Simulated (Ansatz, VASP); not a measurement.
**One calculation of Sb, two programs**

Contents of POSCAR:

```
Sb
1.0
    3.2153000000      0.0000000000      0.0000000000
    0.0000000000      3.1600000000      0.0000000000
    0.0000000000      0.0000000000      3.1600000000
Sb
1
Direct
    0.0000000000      0.0000000000      0.0000000000
```

Contents of INCAR.step1:

```
SYSTEM = Sb
PREC = Accurate
ENCUT = 520
ISMEAR = 0
SIGMA = 0.15
LREAL = .FALSE.
LASPH = .TRUE.
NELM = 100
NBANDS = 8
GGA = PE
ALGO = Normal
EDIFF = 1E-4
LWAVE = .TRUE.
LCHARG = .FALSE.
```

File INCAR.step2:

```
SYSTEM = Sb
PREC = Accurate
ENCUT = 520
EDIFF = 1E-6
ISMEAR = 0
SIGMA = 0.15
LREAL = .FALSE.
LASPH = .TRUE.
NELM = 100
ALGO = Normal
ISIF = 2
LWAVE = .FALSE.
LCHARG = .TRUE.
METAGGA = R2SCAN
LMIXTAU = .TRUE.
LELF = .TRUE.
LVHAR = .TRUE.
NBANDS = 8
ISTART = 1
```

Contents of KPOINTS:

```
regular mesh
0
G
  16 16 16
  0 0 0
```

Input for Ansatz:

```yaml
crystal:
  lattice:
    - [3.2153, 0.0, 0.0]
    - [0.0, 3.16, 0.0]
    - [0.0, 0.0, 3.16]
  atoms:
    - { symbol: Sb, position: [0.0, 0.0, 0.0] }
basis:
  ecutwfc: 500
kpoints:
  mp_grid: { grid: [16, 16, 16] }
hamiltonian:
  xc: r2scan
scf:
  occupations: { method: gaussian, width: 0.15 }
output:
  forces: true
  stress: true
  eigenvalues: true
  write_density: true
  write_potential: true
  elf: true
  volumetric_format: npy
```

Change from the starting cell: strain +0.0175 x Voigt [1, 0, 0, 0, 0, 0], atoms carried along.

Alike in both runs: task single point; functional r2SCAN; k mesh 16 × 16 × 16; occupations gaussian, width 0.15 eV; no spin polarisation.

|  | VASP | Ansatz |
| --- | --- | --- |
| version | VASP 6.6.1 | Ansatz 0.2.0 |
| potentials or method | VASP PAW PBE potentials, release 64 (Sb), cutoff 520 eV | scalar-relativistic, plane waves, PAW |
| valence electrons in the cell | 5 | 15 |

|  | VASP | Ansatz | Ansatz less VASP |
| --- | --- | --- | --- |
| gap on the k mesh at the Fermi level (eV) | none | none | - |
| pressure (GPa) | -4.4 | -4.4 | +0.02 |
| traceless stress, the component that is largest in VASP (GPa) | -0.96 | -0.96 | +0.002 |

VASP's potentials were made for PBE, not for r2SCAN. A gap of «none» marks a metal or a gap that the smearing closes. VASP's potentials hold 5 valence electrons a cell and Ansatz's 15, so a difference there can come from the potentials and not from the codes.

Spin-orbit coupling is off throughout.
